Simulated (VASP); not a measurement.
# GaP (I-4m2) in VASP: single point with HSE06

Aim: the single point of GaP with HSE06.

All numbers are computed with VASP 6.6.1; they aren't measurements. Logs are shortened: lines on timing, memory, paths and dates and some standing lists are left out, and cuts for length are marked.

**1. The cell of the first run**

The structure is tetragonal, space group I-4m2 (No. 119). The conventional cell has a = 3.854 Å, b = 3.854 Å, c = 5.506 Å, α = 90.00°, β = 90.00°, γ = 90.00°. Ga (site symmetry -4m2) has 4 P at 2.37 Å within 3.1 Å. P (site symmetry -4m2) has 4 Ga at 2.37 Å within 3.1 Å.

**2. Single point, HSE06 (uniaxial y strain +1.0%)**

Contents of POSCAR:

```
GaP
1.0
    0.0000000000      2.7532093770      2.7254101930
    2.7254101930      0.0000000000      2.7254101930
    2.7254101930      2.7532093770      0.0000000000
Ga P
1 1
Direct
    0.0000000000      0.0000000000      0.0000000000
    0.2500000000      0.2500000000      0.2500000000
```

Contents of INCAR.step1:

```
ALGO     = Normal         # electronic algorithm
EDIFF    = 1E-5           # SCF threshold, eV
ENCUT    = 520            # plane-wave cutoff, eV
GGA      = PE             # functional
ISIF     = 2              # what is computed and relaxed
ISMEAR   = 0              # smearing method
LASPH    = T              # aspherical terms in the spheres
LREAL    = F              # projectors in reciprocal space
LWAVE    = T              # write WAVECAR
NBANDS   = 16             # bands
NELM     = 60             # most SCF steps
PREC     = Accurate       # precision mode
SIGMA    = 0.01           # smearing width, eV
```

Contents of INCAR.step2:

```
ALGO     = Normal         # electronic algorithm
EDIFF    = 1E-6           # SCF threshold, eV
ENCUT    = 520            # plane-wave cutoff, eV
GGA      = PE             # functional
HFSCREEN = 0.2079         # screening, 1/A
ISIF     = 2              # what is computed and relaxed
ISMEAR   = 0              # smearing method
ISTART   = 1            
LASPH    = T              # aspherical terms in the spheres
LCHARG   = T              # write CHGCAR
LELF     = T              # ELF
LHFCALC  = T              # exact exchange
LREAL    = F              # projectors in reciprocal space
LVHAR    = T            
LWAVE    = F              # write WAVECAR
NBANDS   = 16             # bands
NELM     = 60             # most SCF steps
PREC     = Accurate       # precision mode
PRECFOCK = Normal       
SIGMA    = 0.01           # smearing width, eV
```

Contents of KPOINTS:

```
k-points
0
Gamma
  6 6 6
```

Potentials or basis: VASP PAW PBE potentials, release 64 (Ga_d, P).

The run is started by

```sh
$ cat potpaw_PBE.64/Ga_d/POTCAR potpaw_PBE.64/P/POTCAR > POTCAR
$ cp INCAR.step1 INCAR
$ mpirun -np 1 vasp_std > vasp.out
$ cp INCAR.step2 INCAR
$ mpirun -np 1 vasp_std > vasp.out
```

OUTCAR:

```text
EDIFF = 1E-6
   ENCUT = 520
   GGA = PE
   HFSCREEN = 0.2079
   ISIF = 2
   ISMEAR = 0
   ISTART = 1
   LASPH = T
   LHFCALC = T
   LREAL = F
   NELM = 60
   PREC = Accurate
   PRECFOCK = Normal

 ion  position               nearest neighbor table
   1  0.000  0.000  0.000-   2 2.37   2 2.37   2 2.37   2 2.37
   2  0.250  0.250  0.250-   1 2.37   1 2.37   1 2.37   1 2.37

  LATTYP: Found a body centered tetragonal cell.
 ALAT       =     3.8543120580
 C/A-ratio  =     1.4286385407

  Lattice vectors:

 A1 = (   0.0000000000,  -2.7532093770,   2.7254101930)
 A2 = (   0.0000000000,  -2.7532093770,  -2.7254101930)
 A3 = (   2.7254101930,   2.7532093770,   0.0000000000)

Analysis of symmetry for initial positions (statically):
=====================================================================
 Subroutine PRICEL returns:
 Original cell was already a primitive cell.

 Routine SETGRP: Setting up the symmetry group for a
 body centered tetragonal supercell.

 Subroutine GETGRP returns: Found  8 space group operations
 (whereof  8 operations were pure point group operations)
 out of a pool of 16 trial point group operations.

The static configuration has the point symmetry D_2d.

Analysis of symmetry for dynamics (positions and initial velocities):
=====================================================================
 Subroutine PRICEL returns:
 Original cell was already a primitive cell.

 Routine SETGRP: Setting up the symmetry group for a
 body centered tetragonal supercell.

 Subroutine GETGRP returns: Found  8 space group operations
 (whereof  8 operations were pure point group operations)
 out of a pool of 16 trial point group operations.

The dynamic configuration has the point symmetry D_2d.

 Subroutine INISYM returns: Found  8 space group operations
 (whereof  8 operations are pure point group operations),
 and found     1 'primitive' translations

----------------------------------------------------------------------------------------

                                     Primitive cell

  volume of cell :      40.9009

  direct lattice vectors                    reciprocal lattice vectors
     0.000000000  2.753209377  2.725410193    -0.183458623  0.181606239  0.183458623
     2.725410193  0.000000000  2.725410193     0.183458623 -0.181606239  0.183458623
     2.725410193  2.753209377  0.000000000     0.183458623  0.181606239 -0.183458623

  length of vectors
     3.874018920  3.854312058  3.874018920     0.316693793  0.316693793  0.316693793

  position of ions in fractional coordinates (direct lattice)
     0.000000000  0.000000000  0.000000000
     0.250000000  0.250000000  0.250000000

  ion indices of the primitive-cell ions
   primitive index   ion index
                 1           1
                 2           2

----------------------------------------------------------------------------------------

 KPOINTS: k-points

Automatic generation of k-mesh.
 Grid dimensions read from file:
 generate k-points for:    6    6    6

 Generating k-lattice:

  Cartesian coordinates                     Fractional coordinates (reciprocal lattice)
    -0.030576437  0.030267706  0.030576437     0.166666667  0.000000000 -0.000000000
     0.030576437 -0.030267706  0.030576437     0.000000000  0.166666667  0.000000000
     0.030576437  0.030267706 -0.030576437    -0.000000000  0.000000000  0.166666667

  Length of vectors
     0.052782299  0.052782299  0.052782299

  Shift w.r.t. Gamma in fractional coordinates (k-lattice)
     0.000000000  0.000000000  0.000000000

 Subroutine IBZKPT returns following result:
 ===========================================

 Found     30 irreducible k-points:

 Following reciprocal coordinates:
            Coordinates               Weight
  0.000000  0.000000  0.000000      1.000000
  0.166667  0.000000  0.000000      8.000000
  0.333333  0.000000  0.000000      8.000000
  0.500000  0.000000  0.000000      4.000000
  0.166667  0.166667  0.000000      4.000000
  0.333333  0.166667  0.000000     16.000000
[... 16 lines left out ...]
  0.333333 -0.333333  0.166667     16.000000
  0.500000 -0.333333  0.166667      4.000000
 [... further k-points ...]
   k-points           NKPTS =     30   k-points in BZ     NKDIM =    216   number of bands    NBANDS=     16
   number of dos      NEDOS =    301   number of ions     NIONS =      2
   total plane-waves  NPLWV =  27000
   dimension x,y,z NGX =    30 NGY =   30 NGZ =   30
   dimension x,y,z NGXF=    60 NGYF=   60 NGZF=   60
   ions per type =               1   1
   NGX,Y,Z   is equivalent  to a cutoff of  12.87, 12.94, 12.87 a.u.
   NGXF,Y,Z  is equivalent  to a cutoff of  25.75, 25.88, 25.75 a.u.
 SYSTEM =  unknown system
   PREC   = accura    normal or accurate (medium, high low for compatibility)
   ISTART =      1    job   : 0-new  1-cont  2-samecut
   ICHARG =      0    charge: 1-file 2-atom 10-const
   ISPIN  =      1    spin polarized calculation?
   LNONCOLLINEAR =      F non collinear calculations
   LSORBIT =      F    spin-orbit coupling
   LASPH  =      T    aspherical Exc in radial PAW
   ENCUT  =  520.0 eV  38.22 Ry    6.18 a.u.   7.20  7.17  7.20*2*pi/ulx,y,z
   NELM   =     60;   NELMIN=  2; NELMDL=  0     # of ELM steps
   EDIFF  = 0.1E-05   stopping-criterion for ELM
   LREAL  =      F    real-space projection
   EDIFFG = 0.1E-04   stopping-criterion for IOM
   NSW    =      0    number of steps for IOM
   IBRION =     -1    ionic relax: 0-MD 1-quasi-New 2-CG
   NFREE  =      0    steps in history (QN), initial steepest desc. (CG)
   ISIF   =      2    stress and relaxation
   ISYM   =      3    0-nonsym 1-usesym 2-fastsym
   POTIM  = 0.5000    time-step for ionic-motion
   TEBEG  =    0.0;   TEEND  =   0.0 temperature during run
   PSTRESS=    0.0 pullay stress
   NELECT =      18.0000    total number of electrons
   NUPDOWN=      -1.0000    fix difference up-down
   EMIN   =  10.00;   EMAX   =-10.00  energy-range for DOS
   EFERMI =   0.00;   METHOD = LEGACY
   ISMEAR =     0;   SIGMA  =   0.01  broadening in eV -4-tet -1-fermi 0-gaus
   EFERMI_NEDOS =   21; number of points for ismear=-14 and -15
   IALGO  =     38    algorithm
   IMIX   =      1    mixing-type and parameters
     AMIX     =   0.40;   BMIX     =  1.00
     AMIX_MAG =   1.60;   BMIX_MAG =  1.00
  volume/ion in A,a.u.               =      20.45       138.01
  Fermi-wavevector in a.u.,A,eV,Ry     =   1.245245  2.353171 21.097658  1.550634
  Thomas-Fermi vector in A             =   2.379475
   LORBIT       =      0    0 simple, 1 ext, 2 COOP (PROOUT), +10 PAW based schemes
   GGA     = PE    functional components
   LHFCALC =     T    Hartree Fock is set to
   PRECFOCK=normal    Normal, Fast or Accurate (Low or Medium for compatibility)
   ENCUT4O =  -1.0   cutoff for four orbital integrals eV
   NKREDX  =     1    reduce k-point grid by
   NKREDY  =     1    reduce k-point grid by
   NKREDZ  =     1    reduce k-point grid by
   AEXX    =    0.2500 exact exchange contribution
   HFSCREEN=    0.2079 screening length (either q_TF or 0.3 A-1)
   HFSCREENC=   0.2079 screening length for correlation (either q_TF or 0.3 A-1)
   ENCUTFOCK=  -1.0 apply spherical cutoff to Coloumb kernel
   IVDW    =     0    specifies the selected vdW correction
   LEPSILON=     F    determine dielectric tensor
   LRPA    =     F    only Hartree local field effects (RPA)
 non-spin polarized calculation
 Gauss-broadening in eV      SIGMA  =   0.01
  energy-cutoff  :      520.00
  volume of cell :       40.90
 maximum number of plane-waves:      1119
 NGX is ok and might be reduce to    30
  NGX = 24; NGY = 24; NGZ = 24

 number of electron      17.9999993 magnetization

 Free energy of the ion-electron system (eV)
  ---------------------------------------------------
  ext. energy  EPLUGINS =         0.00000000
  ---------------------------------------------------
  free energy    TOTEN  =       -10.77954402 eV

  energy without entropy =      -10.77954402  energy(sigma->0) =      -10.77954402

 E-fermi :   4.2293     XC(G=0):  -8.1199

 val. band max:        4.1324632746   @ k =   0.0000   0.0000   0.0000
 cond. band min:       6.4019947290   @ k =   0.5000   0.5000   0.0000
 fundamental gap:      2.2695314544
 Fermi energy:         4.2292593633

 k-point     1 :       0.0000    0.0000    0.0000
  band No.  band energies     occupation
      1     -12.9322      2.00000
      2     -12.9292      2.00000
      3     -12.9292      2.00000
      4     -12.8332      2.00000
      5     -12.8311      2.00000
      6      -9.5860      2.00000
[... 8 lines left out ...]
     15      14.8969      0.00000
     16      15.0938      0.00000

 k-point     2 :       0.1667    0.0000    0.0000
  band No.  band energies     occupation
      1     -12.9445      2.00000
      2     -12.9241      2.00000
      3     -12.9223      2.00000
      4     -12.8333      2.00000
      5     -12.8309      2.00000
      6      -9.2092      2.00000
[... 8 lines left out ...]
     15      14.1622      0.00000
     16      15.2146      0.00000

 k-point     3 :       0.3333    0.0000    0.0000
  band No.  band energies     occupation
      1     -12.9717      2.00000
      2     -12.9126      2.00000
      3     -12.9108      2.00000
      4     -12.8312      2.00000
      5     -12.8280      2.00000
      6      -8.2005      2.00000
[... 8 lines left out ...]
     15      14.8413      0.00000
     16      14.9050      0.00000

 k-point     4 :       0.5000    0.0000    0.0000
  band No.  band energies     occupation
      1     -12.9850      2.00000
      2     -12.9082      2.00000
      3     -12.9065      2.00000
      4     -12.8286      2.00000
      5     -12.8251      2.00000
      6      -7.3937      2.00000
[... 8 lines left out ...]
     15      17.0233      0.00000
     16      17.1155      0.00000
[... 324 lines left out ...]
 k-point    22 :      -0.3333    0.5000    0.1667
  band No.  band energies     occupation
      1     -13.0063      2.00000
      2     -12.8899      2.00000
      3     -12.8756      2.00000
      4     -12.8523      2.00000
      5     -12.8197      2.00000
      6      -6.3521      2.00000
[... 8 lines left out ...]
     15      17.4646      0.00000
     16      19.2111      0.00000

 k-point    23 :       0.3333   -0.3333    0.1667
  band No.  band energies     occupation
      1     -12.9962      2.00000
      2     -12.8993      2.00000
      3     -12.8833      2.00000
      4     -12.8410      2.00000
      5     -12.8265      2.00000
      6      -6.6875      2.00000
[... 8 lines left out ...]
     15      17.8099      0.00000
     16      18.1247      0.00000

 k-point    24 :       0.5000   -0.3333    0.1667
  band No.  band energies     occupation
      1     -13.0063      2.00000
      2     -12.8898      2.00000
      3     -12.8756      2.00000
      4     -12.8513      2.00000
      5     -12.8205      2.00000
      6      -6.3594      2.00000
[... 8 lines left out ...]
     15      17.2638      0.00000
     16      18.9807      0.00000

 [... further k-points ...]

------------------------ aborting loop because EDIFF is reached ----------------------------------------

  FORCE on cell =-STRESS in cart. coord.  units (eV):
  Direction    XX          YY          ZZ          XY          YZ          ZX
  --------------------------------------------------------------------------------------
  -------------------------------------------------------------------------------------
  Total       -0.0157226     -0.2310269     -0.0157226      0.0000000      0.0000000      0.0000000
  in kB       -0.6158899     -9.0498224     -0.6158899      0.0000000      0.0000000      0.0000000
  external PRESSURE =      -3.4272007 kB  Pullay stress =       0.0000000 kB

 VOLUME and BASIS-vectors are now :
 -----------------------------------------------------------------------------
  energy-cutoff  :      520.00
  volume of cell :       40.90
      direct lattice vectors                 reciprocal lattice vectors
     0.000000000  2.753209377  2.725410193    -0.183458623  0.181606239  0.183458623
     2.725410193  0.000000000  2.725410193     0.183458623 -0.181606239  0.183458623
     2.725410193  2.753209377  0.000000000     0.183458623  0.181606239 -0.183458623

 POSITION                                       TOTAL-FORCE (eV/Angst)
 -----------------------------------------------------------------------------------
      0.00000      0.00000      0.00000         0.000000      0.000000      0.000000
      1.36271      1.37660      1.36271        -0.000000     -0.000000     -0.000000
 -----------------------------------------------------------------------------------
    total drift:                                0.000000      0.000001      0.000004

  FREE ENERGIE OF THE ION-ELECTRON SYSTEM (eV)
  ---------------------------------------------------
  free  energy   TOTEN  =       -10.7795440198 eV

  energy  without entropy=      -10.7795440198  energy(sigma->0) =      -10.77954402
```

Wall time 2.2 h (1 thread of Oxide Virtual Turin-like, shared host); peak memory 0.27 GiB.

What came out:

```yaml
Free_energy: -10.7795 eV
Pressure: -0.3 GPa
Band_gap_on_the_k_mesh: 2.27 eV (least direct gap 2.68 eV)
```

Stress tensor (GPa, compression positive):
```
-0.06  0.00  0.00
 0.00 -0.90  0.00
 0.00  0.00 -0.06
```

Caveat: the cell differs from its parent crystal (uniaxial y strain +1.0%); the PAW data sets were made with another functional, which shifts forces and pressure a little.
